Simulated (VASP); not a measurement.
Wanted: the native input for a VASP 6.6.1 run.

```yaml
Task: single point
Functional: PBE
Potentials_or_basis: VASP PAW PBE potentials, release 64 (Li_sv, Cl)
Cutoff: 520 eV
k_mesh: 8 × 8 × 8
Occupations: fermi-dirac, width 0.02 eV
Spin: no spin polarisation
Dipole_correction: no
Further_INCAR_settings: ALGO = Normal; EDIFF = 1e-06; NBANDS = 12
```

The structure of LiCl lies in POSCAR:

```
LiCl
1.0
    0.1087750932      2.8418176371      2.8418176371
    2.8418176371      0.1087750932      2.8418176371
    2.8418176371      2.8418176371      0.1087750932
Li Cl
1 1
Direct
    0.0026898174      0.0026898174      0.0026898174
    0.2473101826      0.2473101826      0.2473101826
```

This cell differs from its parent crystal: strain along [111] +6.0%.

The input as run:

INCAR

```
PREC = Accurate ; ENCUT = 520
EDIFF = 1E-6 ; ISMEAR = -1
SIGMA = 0.02 ; LREAL = False
LASPH = True ; NELM = 80
ALGO = Normal ; ISIF = 2
LWAVE = False ; LCHARG = True
GGA = PE ; LELF = True
LVHAR = True ; NBANDS = 12
```

KPOINTS

```
regular mesh
0
Gamma
  8 8 8
```

Potentials or basis: VASP PAW PBE potentials, release 64 (Li_sv, Cl).

Command:

```sh
$ cat potpaw_PBE.64/Li_sv/POTCAR potpaw_PBE.64/Cl/POTCAR > POTCAR
$ mpirun -np 1 vasp_std > vasp.out
```

It gave:

```json
{"Largest force": "0.003 eV/Å", "Band gap on the k mesh": "5.76 eV"}
```

Caveat: the cell differs from its parent crystal (strain along [111] +6.0%); the structure was generated, so it needn't be the stable form of LiCl.

Wall time 50 s on 1 thread of Oxide Virtual Turin-like Processor (shared host), peak memory 0.13 GiB.
